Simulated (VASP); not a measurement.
# Ir (Fm-3m) in VASP: further runs

Ir is run at these levels: PBE; tasks: single point.

All numbers are computed with VASP 6.6.1; they aren't measurements. Logs are shortened: lines on timing, memory, paths and dates and some standing lists are left out, and cuts for length are marked.

**1. The cell of the first run**

It takes space group Fm-3m (No. 225, cubic). Conventional cell: a = 3.778 Å, b = 3.778 Å, c = 3.778 Å, α = 90.00°, β = 90.00°, γ = 90.00°. Within 3.5 Å of Ir (site symmetry m-3m) lie 12 Ir at 2.67 Å.

**2. Single point, PBE**

File INCAR:

```
  PREC = Accurate
  ENCUT = 500
  EDIFF = 1E-6
  ISMEAR = -1
  SIGMA = 0.05
  LREAL = False
  LASPH = True
  NELM = 120
  ALGO = Normal
  ISIF = 2
  LWAVE = False
  LCHARG = True
  GGA = PE
  LELF = True
  LVHAR = True
  NBANDS = 10
  GGA_COMPAT = False
```

File KPOINTS:

```
Automatic mesh
0
Gamma
  12 12 12
```

File POSCAR:

```
Ir
1.0
    0.0000000000      1.8888913276      1.8888913276
    1.8888913276      0.0000000000      1.8888913276
    1.8888913276      1.8888913276      0.0000000000
Ir
1
Direct
    0.0000000000      0.0000000000      0.0000000000
```

Potentials or basis: VASP PAW PBE potentials, release 64 (Ir).

On the command line:

```bash
> cat potpaw_PBE.64/Ir/POTCAR > POTCAR
> mpirun -np 1 vasp_std > vasp.out
```

OUTCAR:

```text
PREC = Accurate
   ENCUT = 500
   EDIFF = 1E-6
   ISMEAR = -1
   LREAL = False
   LASPH = True
   NELM = 120
   ISIF = 2
   GGA = PE

 ion  position               nearest neighbor table
   1  0.000  0.000  0.000-

  LATTYP: Found a face centered cubic cell.
 ALAT       =     3.7777826552

  Lattice vectors:

 A1 = (   0.0000000000,   1.8888913276,   1.8888913276)
 A2 = (   1.8888913276,   0.0000000000,   1.8888913276)
 A3 = (   1.8888913276,   1.8888913276,   0.0000000000)

Analysis of symmetry for initial positions (statically):
[... 5 lines left out ...]
 face centered cubic supercell.

 Subroutine GETGRP returns: Found 48 space group operations
 (whereof 48 operations were pure point group operations)
 out of a pool of 48 trial point group operations.

The static configuration has the point symmetry O_h .

Analysis of symmetry for dynamics (positions and initial velocities):
[... 5 lines left out ...]
 face centered cubic supercell.

 Subroutine GETGRP returns: Found 48 space group operations
 (whereof 48 operations were pure point group operations)
 out of a pool of 48 trial point group operations.

The dynamic configuration has the point symmetry O_h .

 Subroutine INISYM returns: Found 48 space group operations
 (whereof 48 operations are pure point group operations),
 and found     1 'primitive' translations

----------------------------------------------------------------------------------------

                                     Primitive cell

  volume of cell :      13.4788

  direct lattice vectors                    reciprocal lattice vectors
     0.000000000  1.888891328  1.888891328    -0.264705541  0.264705541  0.264705541
     1.888891328  0.000000000  1.888891328     0.264705541 -0.264705541  0.264705541
     1.888891328  1.888891328  0.000000000     0.264705541  0.264705541 -0.264705541

  length of vectors
     2.671295733  2.671295733  2.671295733     0.458483445  0.458483445  0.458483445

  position of ions in fractional coordinates (direct lattice)
     0.000000000  0.000000000  0.000000000

  ion indices of the primitive-cell ions
   primitive index   ion index
                 1           1

----------------------------------------------------------------------------------------
[... 57 lines left out ...]
   ions per type =               1
   NGX,Y,Z   is equivalent  to a cutoff of  12.45, 12.45, 12.45 a.u.
   NGXF,Y,Z  is equivalent  to a cutoff of  24.89, 24.89, 24.89 a.u.
 SYSTEM =  unknown system
   PREC   = accura    normal or accurate (medium, high low for compatibility)
   ISTART =      0    job   : 0-new  1-cont  2-samecut
   ICHARG =      2    charge: 1-file 2-atom 10-const
   ISPIN  =      1    spin polarized calculation?
   LNONCOLLINEAR =      F non collinear calculations
   LSORBIT =      F    spin-orbit coupling
   LASPH  =      T    aspherical Exc in radial PAW
   ENCUT  =  500.0 eV  36.75 Ry    6.06 a.u.   4.87  4.87  4.87*2*pi/ulx,y,z
   NELM   =    120;   NELMIN=  2; NELMDL= -5     # of ELM steps
   EDIFF  = 0.1E-05   stopping-criterion for ELM
   LREAL  =      F    real-space projection
   EDIFFG = 0.1E-04   stopping-criterion for IOM
   NSW    =      0    number of steps for IOM
   IBRION =     -1    ionic relax: 0-MD 1-quasi-New 2-CG
   NFREE  =      0    steps in history (QN), initial steepest desc. (CG)
   ISIF   =      2    stress and relaxation
   ISYM   =      2    0-nonsym 1-usesym 2-fastsym
   POTIM  = 0.5000    time-step for ionic-motion
   TEBEG  =    0.0;   TEEND  =   0.0 temperature during run
   PSTRESS=    0.0 pullay stress
   NELECT =       9.0000    total number of electrons
   NUPDOWN=      -1.0000    fix difference up-down
   EMIN   =  10.00;   EMAX   =-10.00  energy-range for DOS
[... 5 lines left out ...]
     AMIX     =   0.40;   BMIX     =  1.00
     AMIX_MAG =   1.60;   BMIX_MAG =  1.00
  volume/ion in A,a.u.               =      13.48        90.96
  Fermi-wavevector in a.u.,A,eV,Ry     =   1.430887  2.703985 27.857083  2.047438
  Thomas-Fermi vector in A             =   2.550684
   LORBIT       =      0    0 simple, 1 ext, 2 COOP (PROOUT), +10 PAW based schemes
   GGA     = PE    functional components
   LHFCALC =     F    Hartree Fock is set to
   AEXX    =    0.0000 exact exchange contribution
   IVDW    =     0    specifies the selected vdW correction
   LEPSILON=     F    determine dielectric tensor
   LRPA    =     F    only Hartree local field effects (RPA)
 non-spin polarized calculation
  energy-cutoff  :      500.00
  volume of cell :       13.48
 maximum number of plane-waves:       360
   NGX =  9   NGY =  9   NGZ =  9

 number of electron       9.0000001 magnetization

 Free energy of the ion-electron system (eV)
  ---------------------------------------------------
  ext. energy  EPLUGINS =         0.00000000
  ---------------------------------------------------
  free energy    TOTEN  =        -8.77734537 eV

  energy without entropy =       -8.77297304  energy(sigma->0) =       -8.77515920

 E-fermi :  11.3128     XC(G=0): -14.2788

 val. band max:       11.3111230231   @ k =  -0.2500   0.0833   0.0000
 cond. band min:      11.4214239766   @ k =   0.4167   0.4167   0.0000
 fundamental gap:      0.1103009535
 Fermi energy:        11.3127588698

 k-point     1 :       0.0000    0.0000    0.0000
  band No.  band energies     occupation
      1      -0.3817      2.00000
      2       7.0838      2.00000
      3       7.0838      2.00000
      4       7.0838      2.00000
      5       9.9855      2.00000
      6       9.9855      2.00000
      7      25.4878      0.00000
      8      31.3633      0.00000
      9      31.3633      0.00000
     10      31.3633      0.00000
[... 287 lines left out ...]
 k-point    24 :      -0.4167    0.1667    0.0000
  band No.  band energies     occupation
      1       3.6386      2.00000
      2       6.1383      2.00000
      3       7.8469      2.00000
      4       8.0688      2.00000
      5      11.7647      0.00024
      6      15.2503      0.00000
      7      18.9673      0.00000
      8      26.7756      0.00000
      9      29.2751      0.00000
     10      31.3931      0.00000

 [... further k-points ...]
[... 5 lines left out ...]
  --------------------------------------------------------------------------------------
  -------------------------------------------------------------------------------------
  Total        2.6024882      2.6024882      2.6024882      0.0000000      0.0000000      0.0000000
  in kB      309.3488049    309.3488049    309.3488049      0.0000000      0.0000000      0.0000000
  external PRESSURE =     309.3488049 kB  Pullay stress =       0.0000000 kB

 VOLUME and BASIS-vectors are now :
 -----------------------------------------------------------------------------
  energy-cutoff  :      500.00
  volume of cell :       13.48
      direct lattice vectors                 reciprocal lattice vectors
     0.000000000  1.888891328  1.888891328    -0.264705541  0.264705541  0.264705541
     1.888891328  0.000000000  1.888891328     0.264705541 -0.264705541  0.264705541
     1.888891328  1.888891328  0.000000000     0.264705541  0.264705541 -0.264705541

 POSITION                                       TOTAL-FORCE (eV/Angst)
 -----------------------------------------------------------------------------------
      0.00000      0.00000      0.00000         0.000000     -0.000000      0.000000
 -----------------------------------------------------------------------------------
    total drift:                               -0.000000     -0.000000      0.000000

  FREE ENERGIE OF THE ION-ELECTRON SYSTEM (eV)
  ---------------------------------------------------
  free  energy   TOTEN  =        -8.7773453668 eV

  energy  without entropy=       -8.7729730350  energy(sigma->0) =       -8.77515920
```

OSZICAR:

```text
N       E                     dE             d eps       ncg     rms          rms(c)
DAV:   1     0.472391552270E+02    0.47239E+02   -0.43067E+03  1456   0.796E+02
DAV:   2    -0.845968255399E+01   -0.55699E+02   -0.52917E+02  1484   0.196E+02
DAV:   3    -0.930455426835E+01   -0.84487E+00   -0.84327E+00  1662   0.295E+01
DAV:   4    -0.931228941025E+01   -0.77351E-02   -0.77342E-02  1628   0.260E+00
DAV:   5    -0.931243915543E+01   -0.14975E-03   -0.14974E-03  1682   0.347E-01    0.174E+01
DAV:   6    -0.887996424145E+01    0.43247E+00   -0.66536E-01  1626   0.102E+01    0.742E+00
DAV:   7    -0.878383213474E+01    0.96132E-01   -0.26752E-01  1732   0.598E+00    0.143E+00
DAV:   8    -0.878226673264E+01    0.15654E-02   -0.20089E-03  1572   0.460E-01    0.123E+00
DAV:   9    -0.877735221806E+01    0.49145E-02   -0.31951E-03  1614   0.809E-01    0.419E-02
DAV:  10    -0.877734320906E+01    0.90090E-05   -0.30764E-05  2082   0.633E-02    0.351E-02
DAV:  11    -0.877734538502E+01   -0.21760E-05   -0.24288E-06  1568   0.168E-02    0.478E-03
DAV:  12    -0.877734536677E+01    0.18257E-07   -0.24298E-08   772   0.144E-03
   1 F= -.87773454E+01 E0= -.87751592E+01  d E =-.437233E-02
```

stdout:

```text
POSCAR found type information on POSCAR Ir
 POSCAR found :  1 types and       1 ions
 scaLAPACK will be used
 LDA part: xc-table for (Slater+PW92), standard interpolation
 POSCAR, INCAR and KPOINTS ok, starting setup
 FFT: planning ... GRIDC
 FFT: planning ... GRID_SOFT
 FFT: planning ... GRID
 WAVECAR not read
 entering main loop
```

Wall time 5.6 s (1 thread of AMD EPYC 9R45 (Zen 5), shared host); peak memory 0.1 GiB.

Results:

```
Free energy : -8.7773 eV
Pressure    : 30.9 GPa
```

Levels at points of the mesh, in eV from the Fermi level:
```csv
k point,band 1,band 2,band 3,band 4,band 5,band 6,band 7,band 8
"(0.00, 0.00, 0.00)",-11.69,-4.23,-4.23,-4.23,-1.33,-1.33,14.18,20.05
"(0.50, 0.00, 0.00)",-8.67,-4.35,-4.35,-0.93,0.94,0.94,7.74,13.73
"(0.50, 0.50, 0.00)",-8.54,-7.93,0.91,1.57,1.57,1.66,11.16,11.90
```

Caveat: spin-orbit coupling is left out, which moves the levels of the heavy elements.

[end of part 1 of 2]
